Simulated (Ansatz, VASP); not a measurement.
# Two plane-wave programs on LiF

```xyz
4
Lattice="2.9533 0.0000 0.0000 -1.4767 2.5577 0.0000 0.0000 0.0000 4.9043" Properties=species:S:1:pos:R:3 pbc="T T T"
Li    0.0000    1.7051    1.7455
Li    1.4767    0.8526    4.1976
F     0.0000    1.7051    4.8603
F     1.4767    0.8526    2.4081
```

Alike in both runs: task single point; functional LDA; k mesh 9 × 9 × 6; occupations gaussian, width 0.05 eV; no spin polarisation.

|  | VASP | Ansatz |
| --- | --- | --- |
| version | VASP 6.6.1 | Ansatz 0.2.0 |
| potentials or method | VASP PAW LDA potentials, release 64 (Li_sv, F), cutoff 520 eV | scalar-relativistic, plane waves, PAW |
| valence electrons in the cell | 20 | 20 |

Ansatz gave:

```
gap on the k mesh at the Fermi level (eV) : 7.94
least direct gap on the mesh (eV)         : 7.94
rms of the force components (eV/Å)        : 0.116
```

Task: Estimate VASP's values.

Result: gap on the k mesh at the Fermi level (eV): 7.92; least direct gap on the mesh (eV): 7.92; rms of the force components (eV/Å): 0.116.

LDA's correlation is that of Perdew and Zunger in VASP and of Perdew and Wang (1992) in Ansatz. Atom by atom the forces differ by 0.000 eV/Å (rms over components).

Noted on VASP's run: the cutoff is under 1.25 times that of the potentials, so the pressure is a little rough.
